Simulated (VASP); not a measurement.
A run of VASP 6.6.1 is set up as follows.

File INCAR:

```
SYSTEM = Si2B3
PREC = Accurate ; ENCUT = 500
EDIFF = 1E-7 ; ISMEAR = 0
SIGMA = 0.2 ; LREAL = .False.
LASPH = .True. ; NELM = 120
ALGO = Normal ; ISIF = 3
LWAVE = .False. ; LCHARG = .False.
GGA = PE ; IBRION = 2
NSW = 36 ; EDIFFG = -0.08
GGA_COMPAT = .False. ; NELMIN = 4
```

The input KPOINTS:

```
Automatic mesh
0
Gamma
  6 6 6
  0 0 0
```

POSCAR

```
Si2B3
1.0
    1.5000000000      0.8660254000      6.5333333300
   -1.5000000000      0.8660254000      6.5333333300
    0.0000000000     -1.7320508100      6.5333333300
Si B
2 3
Direct
    0.4000000000      0.4000000000      0.4000000000
    0.6000000000      0.6000000000      0.6000000000
    0.7880000000      0.7880000000      0.7880000000
    0.2120000000      0.2120000000      0.2120000000
    0.0000000000      0.0000000000      0.0000000000
```

Potentials or basis: VASP PAW PBE potentials, release 64 (Si, B).

Launch:

```console
$ cat potpaw_PBE.64/Si/POTCAR potpaw_PBE.64/B/POTCAR > POTCAR
$ mpirun -np 1 vasp_std > vasp.out
```

**Question.** What does it give for the relaxed volume?

**Answer.** 9.15 Å³/atom.

**Question.** Estimate the relaxed cell.

**Answer.** a = 6.190 Å, b = 6.190 Å, c = 6.190 Å, α = 27.86°, β = 27.86°, γ = 27.86°.

Step by step:
| step | energy change (eV) | largest force (eV/Å) | pressure (GPa) | volume (Å³) |
| --- | --- | --- | --- | --- |
| 1 | 0.0000 | 2.8789 | 3.56 | 50.92 |
| 2 | -0.7676 | 2.3536 | -10.26 | 52.58 |
| 3 | -1.2846 | 1.5820 | -21.24 | 55.17 |
| 4 | -1.7641 | 1.7114 | -18.97 | 53.16 |
| 5 | -2.6129 | 1.0593 | -3.68 | 47.40 |
| 6 | -2.6200 | 1.1121 | -0.56 | 46.62 |
| 7 | -2.7794 | 0.8888 | 1.33 | 46.09 |
| 8 | -2.8298 | 0.7874 | 3.25 | 45.67 |
| 9 | -2.8336 | 0.7854 | 3.93 | 45.53 |
| 10 | -2.8723 | 0.5587 | 0.60 | 46.21 |
| 11 | -2.8893 | 0.2421 | -3.45 | 47.11 |
| 12 | -2.9083 | 0.1863 | -2.93 | 46.75 |
| 13 | -2.9095 | 0.1797 | -2.78 | 46.66 |
| 14 | -2.9195 | 0.1818 | -0.24 | 45.93 |
| 15 | -2.9201 | 0.1819 | 0.51 | 45.72 |
| 16 | -2.9223 | 0.1284 | 0.33 | 45.73 |
| 17 | -2.9240 | 0.0257 | 0.02 | 45.74 |

Caveat: the k points lie up to 0.41 Å⁻¹ apart in the final cell; the relaxation stopped at a loose force limit of 0.08 eV/Å, so its end isn't a converged minimum.
